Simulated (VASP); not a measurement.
A run of VASP 6.6.1 is set up as follows.

File INCAR:

```
  ALGO = Fast
  EDIFF = 1E-6
  ENCUT = 520
  GGA = PE
  ISIF = 2
  ISMEAR = 0
  LASPH = True
  LCHARG = False
  LREAL = False
  LWAVE = False
  NBANDS = 16
  NELM = 80
  PREC = Accurate
  SIGMA = 0.15
```

KPOINTS

```
k-points
0
Gamma
  14 14 14
```

Contents of POSCAR:

```
Al2Cu
1.0
   -2.1877176703      2.1877176703      2.8432000000
    2.1877176703     -2.1877176703      2.8432000000
    2.1877176703      2.1877176703     -2.8432000000
Al Cu
2 1
Direct
    0.7500000000      0.2500000000      0.5000000000
    0.2500000000      0.7500000000      0.5000000000
    0.5000000000      0.5000000000      0.0000000000
```

Potentials or basis: VASP PAW PBE potentials, release 64 (Al, Cu).

The run is started by

```bash
$ cat potpaw_PBE.64/Al/POTCAR potpaw_PBE.64/Cu/POTCAR > POTCAR
$ mpirun -np 1 vasp_std > vasp.out
```

Q: What does it give for the pressure?

A: -7.7 GPa.

Stress tensor (GPa, compression positive):
```
-9.60  0.00  0.00
 0.00 -9.60  0.00
 0.00  0.00 -3.94
```
